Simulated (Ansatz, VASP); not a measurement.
## Two plane-wave programs on CuF

```
CELL_PARAMETERS angstrom
3.36119 0.00000 0.00000
-1.68060 2.91088 0.00000
0.00000 0.00000 5.30286
ATOMIC_POSITIONS crystal
Cu 0.00000 0.00000 0.00000
Cu 0.00000 0.00000 0.50000
F 0.33333 0.66667 0.25000
F 0.66667 0.33333 0.75000
```

Alike in both runs: task single point; functional PBE; k mesh 9 × 9 × 4; occupations fermi-dirac, width 0.02 eV; no spin polarisation.

|  | VASP | Ansatz |
| --- | --- | --- |
| version | VASP 6.6.1 | Ansatz 0.2.0 |
| potentials or method | VASP PAW PBE potentials, release 64 (Cu, F) | plane waves, PAW |
| plane-wave cutoff (eV) | 520 | 420 |
| valence electrons in the cell | 36 | 52 |

```tsv
	VASP	Ansatz	Ansatz less VASP
pressure (GPa)	-4.3	-4.1	+0.13
traceless stress, the component that is largest in VASP (GPa)	-0.30	-0.31	-0.017
```

VASP's potentials hold 36 valence electrons a cell and Ansatz's 52, so a difference there can come from the potentials and not from the codes.
